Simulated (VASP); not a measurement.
# Au (P6_3/mmc) in VASP: a series of runs

The runs below take Au through single point, relaxation of shape and atoms at fixed volume, with PBEsol.

Everything below comes from runs of VASP 6.6.1. Logs are shortened: lines on timing, memory, paths and dates and some standing lists are left out, and cuts for length are marked.

### Step 1. The cell of the first run

It takes space group P6_3/mmc (No. 194, hexagonal). Conventional cell: a = 2.752 Å, b = 2.752 Å, c = 4.571 Å, α = 90.00°, β = 90.00°, γ = 120.00°. Au (site symmetry -6m2) has 12 Au at 2.75 to 2.78 Å within 3.6 Å.

### Step 2. Single point, PBEsol (volume scaled by 0.88)

The input, INCAR:

```
SYSTEM = Au
PREC     = Accurate       ! precision mode
ENCUT    = 520            ! plane-wave cutoff, eV
EDIFF    = 1E-6           ! SCF threshold, eV
ISMEAR   = -1             ! smearing method
SIGMA    = 0.05           ! smearing width, eV
LREAL    = .False.        ! projectors in reciprocal space
LASPH    = .True.         ! aspherical terms in the spheres
NELM     = 100            ! most SCF steps
ALGO     = Normal         ! electronic algorithm
ISIF     = 2              ! what is computed and relaxed
LWAVE    = .False.        ! write WAVECAR
LCHARG   = .False.        ! write CHGCAR
GGA      = PS             ! functional
NBANDS   = 18             ! bands
```

The input, KPOINTS:

```
Automatic mesh
0
Gamma
  15 15 8
  0 0 0
```

The input, POSCAR:

```
Au
1.0
    2.7522641925      0.0000000000      0.0000000000
   -1.3761320963      2.3835307086      0.0000000000
    0.0000000000      0.0000000000      4.5706083685
Au
2
Direct
    0.3333333333      0.6666666667      0.2500000000
    0.6666666667      0.3333333333      0.7500000000
```

Potentials or basis: VASP PAW PBE potentials, release 64 (Au).

The run is started by

```sh
> cat potpaw_PBE.64/Au/POTCAR > POTCAR
> mpirun -np 1 vasp_std > vasp.out
```

OUTCAR:

```text
SYSTEM = Au
   PREC = Accurate
   ENCUT = 520
   EDIFF = 1E-6
   ISMEAR = -1
   LREAL = .False.
   LASPH = .True.
   NELM = 100
   ISIF = 2
   GGA = PS

 ion  position               nearest neighbor table
   1  0.333  0.667  0.250-   2 2.78   2 2.78   2 2.78   2 2.78   2 2.78   2 2.78
   2  0.667  0.333  0.750-   1 2.78   1 2.78   1 2.78   1 2.78   1 2.78   1 2.78

  LATTYP: Found a hexagonal cell.
 ALAT       =     2.7522641925
 C/A-ratio  =     1.6606721044

  Lattice vectors:

 A1 = (   2.7522641925,   0.0000000000,   0.0000000000)
 A2 = (  -1.3761320963,   2.3835307086,   0.0000000000)
 A3 = (   0.0000000000,   0.0000000000,   4.5706083685)

Analysis of symmetry for initial positions (statically):
=====================================================================
 Subroutine PRICEL returns:
 Original cell was already a primitive cell.

 Routine SETGRP: Setting up the symmetry group for a
 hexagonal supercell.

 Subroutine GETGRP returns: Found 24 space group operations
 (whereof 12 operations were pure point group operations)
 out of a pool of 24 trial point group operations.

The static configuration has the point symmetry D_3d.
 The point group associated with its full space group is D_6h.

Analysis of symmetry for dynamics (positions and initial velocities):
=====================================================================
 Subroutine PRICEL returns:
 Original cell was already a primitive cell.

 Routine SETGRP: Setting up the symmetry group for a
 hexagonal supercell.

 Subroutine GETGRP returns: Found 24 space group operations
 (whereof 12 operations were pure point group operations)
 out of a pool of 24 trial point group operations.

The dynamic configuration has the point symmetry D_3d.
 The point group associated with its full space group is D_6h.

 Subroutine INISYM returns: Found 24 space group operations
 (whereof 12 operations are pure point group operations),
 and found     1 'primitive' translations

----------------------------------------------------------------------------------------

                                     Primitive cell

  volume of cell :      29.9837

  direct lattice vectors                    reciprocal lattice vectors
     2.752264193  0.000000000  0.000000000     0.363337213  0.209772838  0.000000000
[... 75 lines left out ...]
   NGXF,Y,Z  is equivalent  to a cutoff of  24.16, 24.16, 26.19 a.u.
 SYSTEM =  Au
   PREC   = accura    normal or accurate (medium, high low for compatibility)
   ISTART =      0    job   : 0-new  1-cont  2-samecut
   ICHARG =      2    charge: 1-file 2-atom 10-const
   ISPIN  =      1    spin polarized calculation?
   LNONCOLLINEAR =      F non collinear calculations
   LSORBIT =      F    spin-orbit coupling
   LASPH  =      T    aspherical Exc in radial PAW
   ENCUT  =  520.0 eV  38.22 Ry    6.18 a.u.   5.12  5.12  8.50*2*pi/ulx,y,z
   NELM   =    100;   NELMIN=  2; NELMDL= -5     # of ELM steps
   EDIFF  = 0.1E-05   stopping-criterion for ELM
   LREAL  =      F    real-space projection
   EDIFFG = 0.1E-04   stopping-criterion for IOM
   NSW    =      0    number of steps for IOM
   IBRION =     -1    ionic relax: 0-MD 1-quasi-New 2-CG
   NFREE  =      0    steps in history (QN), initial steepest desc. (CG)
   ISIF   =      2    stress and relaxation
   ISYM   =      2    0-nonsym 1-usesym 2-fastsym
   POTIM  = 0.5000    time-step for ionic-motion
   TEBEG  =    0.0;   TEEND  =   0.0 temperature during run
   PSTRESS=    0.0 pullay stress
   NELECT =      22.0000    total number of electrons
   NUPDOWN=      -1.0000    fix difference up-down
   EMIN   =  10.00;   EMAX   =-10.00  energy-range for DOS
   EFERMI =   0.00;   METHOD = LEGACY
   ISMEAR =    -1;   SIGMA  =   0.05  broadening in eV -4-tet -1-fermi 0-gaus
   EFERMI_NEDOS =   21; number of points for ismear=-14 and -15
   IALGO  =     38    algorithm
   IMIX   =      4    mixing-type and parameters
     AMIX     =   0.40;   BMIX     =  1.00
     AMIX_MAG =   1.60;   BMIX_MAG =  1.00
  volume/ion in A,a.u.               =      14.99       101.17
  Fermi-wavevector in a.u.,A,eV,Ry     =   1.476570  2.790313 29.664232  2.180260
  Thomas-Fermi vector in A             =   2.591081
   LORBIT       =      0    0 simple, 1 ext, 2 COOP (PROOUT), +10 PAW based schemes
   GGA     = PS    functional components
   LHFCALC =     F    Hartree Fock is set to
   AEXX    =    0.0000 exact exchange contribution
   IVDW    =     0    specifies the selected vdW correction
   LEPSILON=     F    determine dielectric tensor
   LRPA    =     F    only Hartree local field effects (RPA)
 non-spin polarized calculation
  energy-cutoff  :      520.00
  volume of cell :       29.98
 maximum number of plane-waves:       820
   NGX = 11   NGY = 11   NGZ = 17

 number of electron      22.0000000 magnetization

 Free energy of the ion-electron system (eV)
  ---------------------------------------------------
  ext. energy  EPLUGINS =         0.00000000
  ---------------------------------------------------
  free energy    TOTEN  =        -7.49604188 eV

  energy without entropy =       -7.49140497  energy(sigma->0) =       -7.49372342

 E-fermi :  11.6091     XC(G=0): -13.6551

 val. band max:       11.5662005685   @ k =   0.1333   0.1333   0.2500
 cond. band min:      11.6452713595   @ k =   0.2000   0.0667   0.2500
 fundamental gap:      0.0790707910
 Fermi energy:        11.6091454491

 k-point     1 :       0.0000    0.0000    0.0000
  band No.  band energies     occupation
      1       0.2091      2.00000
      2       2.9038      2.00000
      3       5.9901      2.00000
      4       6.2600      2.00000
      5       6.2600      2.00000
      6       6.6775      2.00000
[... 481 lines left out ...]
      5       6.1062      2.00000
      6       6.3134      2.00000
[... 10 lines left out ...]
     17      24.4866      0.00000
     18      25.8701      0.00000

 [... further k-points ...]
[... 5 lines left out ...]
  --------------------------------------------------------------------------------------
  -------------------------------------------------------------------------------------
  Total        5.8773623      5.8773623      5.8845997     -0.0000000     -0.0000000      0.0000000
  in kB      314.0567742    314.0567742    314.4435025     -0.0000000     -0.0000000      0.0000000
  external PRESSURE =     314.1856836 kB  Pullay stress =       0.0000000 kB

 VOLUME and BASIS-vectors are now :
 -----------------------------------------------------------------------------
  energy-cutoff  :      520.00
  volume of cell :       29.98
      direct lattice vectors                 reciprocal lattice vectors
     2.752264193  0.000000000  0.000000000     0.363337213  0.209772838  0.000000000
    -1.376132096  2.383530709  0.000000000     0.000000000  0.419545675  0.000000000
     0.000000000  0.000000000  4.570608369     0.000000000  0.000000000  0.218789255

 POSITION                                       TOTAL-FORCE (eV/Angst)
 -----------------------------------------------------------------------------------
     -0.00000      1.58902      1.14265         0.000000      0.000000      0.000000
      1.37613      0.79451      3.42796        -0.000000      0.000000      0.000000
 -----------------------------------------------------------------------------------
    total drift:                               -0.000000      0.000000     -0.000000

  FREE ENERGIE OF THE ION-ELECTRON SYSTEM (eV)
  ---------------------------------------------------
  free  energy   TOTEN  =        -7.4960418776 eV

  energy  without entropy=       -7.4914049701  energy(sigma->0) =       -7.49372342
```

OSZICAR:

```text
N       E                     dE             d eps       ncg     rms          rms(c)
DAV:   1     0.126524398251E+03    0.12652E+03   -0.11851E+04  4860   0.121E+03
DAV:   2    -0.593886792504E+01   -0.13246E+03   -0.12655E+03  5160   0.272E+02
DAV:   3    -0.814949591525E+01   -0.22106E+01   -0.21995E+01  5664   0.356E+01
DAV:   4    -0.815828990430E+01   -0.87940E-02   -0.87932E-02  5382   0.234E+00
DAV:   5    -0.815836067072E+01   -0.70766E-04   -0.70767E-04  5498   0.222E-01    0.202E+01
DAV:   6    -0.757292072879E+01    0.58544E+00   -0.89983E-01  5022   0.904E+00    0.120E+01
DAV:   7    -0.750591162209E+01    0.67009E-01   -0.20742E-01  5236   0.434E+00    0.315E+00
DAV:   8    -0.749607498203E+01    0.98366E-02   -0.29433E-02  5026   0.157E+00    0.541E-01
DAV:   9    -0.749603295067E+01    0.42031E-04   -0.11598E-04  5448   0.971E-02    0.260E-02
DAV:  10    -0.749604124569E+01   -0.82950E-05   -0.27722E-06  5120   0.150E-02    0.813E-03
DAV:  11    -0.749604187762E+01   -0.63193E-06   -0.56108E-07  2674   0.629E-03
   1 F= -.74960419E+01 E0= -.74937234E+01  d E =-.463691E-02
```

It took 78 s on 1 thread of AMD EPYC, shared host; peak memory 0.15 GiB.

Results:

```yaml
Free_energy: -7.4960 eV
Pressure: 31.4 GPa
Band_gap_on_the_k_mesh: zero (band 11 reaches 16.48 eV, above the bottom of band 12 at 8.67 eV)
```

Caveat: the cell differs from its parent crystal (volume scaled by 0.88); the PAW data sets were made with another functional, which shifts forces and pressure a little; spin-orbit coupling is left out, which moves the levels of the heavy elements.

### Step 3. Single point, PBEsol

This run uses another cell than the first one, of 17.04 Å³/atom, 1.136 times its volume.

The input, INCAR:

```
SYSTEM = Au
PREC = Accurate
ENCUT = 520
EDIFF = 1E-6
ISMEAR = -1
SIGMA = 0.05
LREAL = .FALSE.
LASPH = .TRUE.
NELM = 100
ALGO = Normal
ISIF = 2
LWAVE = .FALSE.
LCHARG = .TRUE.
GGA = PS
LELF = .TRUE.
LVHAR = .TRUE.
NBANDS = 18
```

The input, KPOINTS:

```
Automatic mesh
0
G
  15 15 8
  0 0 0
```

The input, POSCAR:

```
Au
1.0
    2.8611196539      0.0000000000      0.0000000000
   -1.4305598270      2.4778023036      0.0000000000
    0.0000000000      0.0000000000      4.8061745211
Au
2
Direct
    0.3333333333      0.6666666667      0.2500000000
    0.6666666667      0.3333333333      0.7500000000
```

Potentials or basis: VASP PAW PBE potentials, release 64 (Au).

The run is started by

```sh
> cat potpaw_PBE.64/Au/POTCAR > POTCAR
> mpirun -np 1 vasp_std > vasp.out
```

Wall time 1.9 min (1 thread of AMD EPYC, shared host); peak memory 0.17 GiB.

It converged, with:

| Property | Result |
| --- | --- |
| Free energy | -7.8434 eV |
| Pressure | -0.3 GPa |
| Band gap on the k mesh | zero (band 11 reaches 13.56 eV, above the bottom of band 12 at 6.64 eV) |

Levels at points of the mesh, in eV from the Fermi level:
```csv
k point,band 9,band 10,band 11,band 12,band 13,band 14
"(0.00, 0.00, 0.00)",-3.56,-2.18,-2.18,-1.23,2.66,14.55
"(0.00, 0.00, 0.50)",-2.64,-2.64,-2.64,-2.64,10.58,10.58
```

Caveat: the PAW data sets were made with another functional, which shifts forces and pressure a little; spin-orbit coupling is left out, which moves the levels of the heavy elements.

[end of part 1 of 2]
